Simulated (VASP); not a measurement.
Write the native input for VASP 6.6.1 that does the following.

| Item | Value |
| --- | --- |
| Task | single point |
| Functional | r2SCAN |
| Potentials or basis | VASP PAW PBE potentials, release 64 (Hf_pv, Si) |
| Cutoff | 520 eV |
| k mesh | 5 × 9 × 7 |
| Occupations | fermi-dirac, width 0.1 eV |
| Spin | no spin polarisation |
| Dipole correction | no |
| Further INCAR settings | ALGO = Normal; EDIFF = 1e-06; NBANDS = 38 |

The system is HfSi.

```
Hf Si
1.0
     6.91137    0.00000    0.00000
     0.00000    3.79679    0.00000
     0.00000    0.00000    5.26291
Hf Si
4 4
Direct
  0.17550 0.25000 0.12591
  0.32450 0.75000 0.62591
  0.67550 0.25000 0.37409
  0.82450 0.75000 0.87409
  0.04302 0.25000 0.63900
  0.45698 0.75000 0.13900
  0.54302 0.25000 0.86100
  0.95698 0.75000 0.36100
```

These files were run (other wordings do the same):

POSCAR

```
HfSi
1.0
    6.9113683000      0.0000000000      0.0000000000
    0.0000000000      3.7967943200      0.0000000000
    0.0000000000      0.0000000000      5.2629114200
Hf Si
4 4
Direct
    0.1755014176      0.2500000000      0.1259085747
    0.3244985824      0.7500000000      0.6259085747
    0.6755014176      0.2500000000      0.3740914253
    0.8244985824      0.7500000000      0.8740914253
    0.0430153608      0.2500000000      0.6389997852
    0.4569846392      0.7500000000      0.1389997852
    0.5430153608      0.2500000000      0.8610002148
    0.9569846392      0.7500000000      0.3610002148
```

INCAR.step1

```
SYSTEM = HfSi
ALGO     = Normal         ! electronic algorithm
EDIFF    = 1E-4           ! SCF threshold, eV
ENCUT    = 520            ! plane-wave cutoff, eV
GGA      = PE             ! functional
ISMEAR   = -1             ! smearing method
LASPH    = .True.         ! aspherical terms in the spheres
LCHARG   = .False.        ! write CHGCAR
LREAL    = .False.        ! projectors in reciprocal space
LWAVE    = .True.         ! write WAVECAR
NBANDS   = 38             ! bands
NELM     = 60             ! most SCF steps
PREC     = Accurate       ! precision mode
SIGMA    = 0.1            ! smearing width, eV
```

INCAR.step2

```
SYSTEM = HfSi
ALGO     = Normal         ! electronic algorithm
EDIFF    = 1E-6           ! SCF threshold, eV
ENCUT    = 520            ! plane-wave cutoff, eV
ISIF     = 2              ! what is computed and relaxed
ISMEAR   = -1             ! smearing method
ISTART   = 1            
LASPH    = .True.         ! aspherical terms in the spheres
LCHARG   = .True.         ! write CHGCAR
LELF     = .True.         ! ELF
LMIXTAU  = .True.       
LREAL    = .False.        ! projectors in reciprocal space
LVHAR    = .True.       
LWAVE    = .False.        ! write WAVECAR
METAGGA  = R2SCAN         ! meta-GGA
NBANDS   = 38             ! bands
NELM     = 60             ! most SCF steps
PREC     = Accurate       ! precision mode
SIGMA    = 0.1            ! smearing width, eV
```

KPOINTS

```
k-points
0
Gamma
  5 9 7
  0 0 0
```

Potentials or basis: VASP PAW PBE potentials, release 64 (Hf_pv, Si).

The run is started by

```bash
$ cat potpaw_PBE.64/Hf_pv/POTCAR potpaw_PBE.64/Si/POTCAR > POTCAR
$ cp INCAR.step1 INCAR
$ mpirun -np 1 vasp_std > vasp.out
$ cp INCAR.step2 INCAR
$ mpirun -np 1 vasp_std > vasp.out
```

Results of the run:

```json
{"Pressure": "-3.4 GPa", "Largest force": "0.008 eV/Å", "Band gap on the k mesh": "zero (band 28 reaches 7.56 eV, above the bottom of band 29 at 7.25 eV)"}
```

Caveat: the PAW data sets were made with another functional, which shifts forces and pressure a little; spin-orbit coupling is left out, which moves the levels of the heavy elements.

It took 14 min on 1 thread of Intel Xeon 6975P-C, on a shared host, peak memory 0.41 GiB.
